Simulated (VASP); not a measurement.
Runs of VASP 6.6.1 on Au. The structure is that of space group Fm-3m (No. 225), or close to it. The cells are those of the table. 

| task | cell | cutoff (eV) | gap on the mesh (eV) | pressure (GPa) |
| --- | --- | --- | --- | --- |
| single point | a = 2.773 Å, angles 60.0°, 1 atom | 520 | none | 29.6 |
| single point | a = 2.905 Å, angles 60.0°, 1 atom | 520 | none | -3.3 |
| single point | a = 2.872 Å, angles 60.0°, 1 atom | 520 | none | 2.7 |
| relaxation of cell and atoms | relaxed from a = 2.891 Å, angles 60.0°, 1 atom | 600 | none | 0.0 |
| single point | a = 2.888 Å, angles 60.0°, 1 atom | 520 | none | (a) |
| relaxation of cell and atoms | relaxed to -3 GPa from a = 2.915 Å, angles 60.0°, 1 atom | 600 | none | -3.0 |
| relaxation of cell and atoms | relaxed to 30 GPa from a = 2.769 Å, angles 60.0°, 1 atom | 600 | none | 30.0 |
| relaxation of cell and atoms | relaxed to 60 GPa from a = 2.700 Å, angles 60.0°, 1 atom | 600 | none | 60.0 |
| relaxation of cell and atoms | relaxed to 15 GPa from a = 2.819 Å, angles 60.0°, 1 atom | 600 | none | 15.0 |
| single point | a = 2.704 Å, angles 60.0°, 1 atom | 520 | none | 59.7 |
| single point | a = 2.849 Å, angles 60.0°, 1 atom | 520 | none | (b) |

Alike in all rows: level PBEsol; potentials or basis VASP PAW PBE potentials, release 64 (Au); no spin polarisation; k mesh 18 × 18 × 18; smearing gaussian 0.1 eV.

Problem. Estimate the missing entries.

Solution. (a) -0.2; (b) 7.7.

Caveats: the PAW data sets were made with another functional, which shifts forces and pressure a little; spin-orbit coupling is left out, which moves the levels of the heavy elements; the cell is relaxed towards a set pressure, so the enthalpy falls and the energy may rise (some runs).

A k mesh can miss the band edges, and the runs leave out spin-orbit coupling on Au.

A gap of «none» marks levels without a gap at the run's occupations.
